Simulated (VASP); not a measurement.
The system is Na3Sb2.

```xyz
5
Lattice="1.9526 1.1274 9.0515 -1.9526 1.1274 9.0515 0.0000 -2.2547 9.0515" Properties=species:S:1:pos:R:3 pbc="T T T"
Na    0.0000    0.0000    0.0000
Na    0.0000    0.0000    5.6888
Na    0.0000    0.0000   21.4656
Sb    0.0000    0.0000   10.8618
Sb    0.0000    0.0000   16.2926
```

| Item | Value |
| --- | --- |
| Program | VASP 6.6.1 |
| Task | relaxation of cell and atoms |
| Functional | PBE |
| Potentials or basis | VASP PAW PBE potentials, release 64 (Na_pv, Sb) |
| Cutoff | 600 eV |
| k mesh | 6 × 6 × 6 |
| Occupations | gaussian, width 0.1 eV |
| Spin | no spin polarisation |

At the start: pressure 11.3 GPa; volume 23.91 Å³/atom.

How do energy, volume and symmetry change on relaxing?

Over 22 steps the energy falls by 419.0 meV/atom and the volume is 29.30 Å³/atom (+22.5 %); space group R-3m (No. 166, to 0.1 Å) before and after.

Step by step:
```tsv
step	energy change (eV)	largest force (eV/Å)	pressure (GPa)	volume (Å³)
1	0.0000	1.4633	11.28	119.55
2	-1.2663	0.2825	1.09	151.03
3	-1.2967	0.3840	-1.02	166.29
4	-1.3119	0.3562	-0.44	161.19
5	-1.3122	0.3508	-0.31	160.28
6	-1.4025	0.2608	-0.40	159.90
7	-1.6376	0.0754	-0.60	157.99
8	-1.8305	0.8106	-0.02	150.93
9	-1.9071	0.6796	-0.39	150.02
10	-1.9106	0.6582	-0.43	149.78
11	-1.9989	0.4749	-0.20	146.50
12	-2.0418	0.1737	0.76	139.62
13	-2.0518	0.1622	0.41	141.77
14	-2.0670	0.1571	-0.17	144.75
15	-2.0684	0.1768	-0.39	145.98
16	-2.0798	0.1448	-0.15	144.93
17	-2.0829	0.1233	0.05	144.10
18	-2.0886	0.0863	0.11	144.24
19	-2.0929	0.0313	0.21	144.47
20	-2.0931	0.0176	0.25	144.53
21	-2.0940	0.0248	-0.27	147.96
22	-2.0949	0.0226	-0.05	146.50
```

Final structure:
```yaml
crystal:
  lattice:
    - [1.78726, 1.03188, 13.23986]
    - [-1.78726, 1.03188, 13.23986]
    - [0.00000, -2.06375, 13.23986]
  atoms:
    - { symbol: Na, position: [0.00000, 0.00000, 0.00000] }
    - { symbol: Na, position: [0.20775, 0.20775, 0.20775] }
    - { symbol: Na, position: [0.79224, 0.79224, 0.79224] }
    - { symbol: Sb, position: [0.39728, 0.39728, 0.39728] }
    - { symbol: Sb, position: [0.60272, 0.60272, 0.60272] }
```

Caveat: the volume moved by over 15 % at a fixed basis, so the end points are rough.
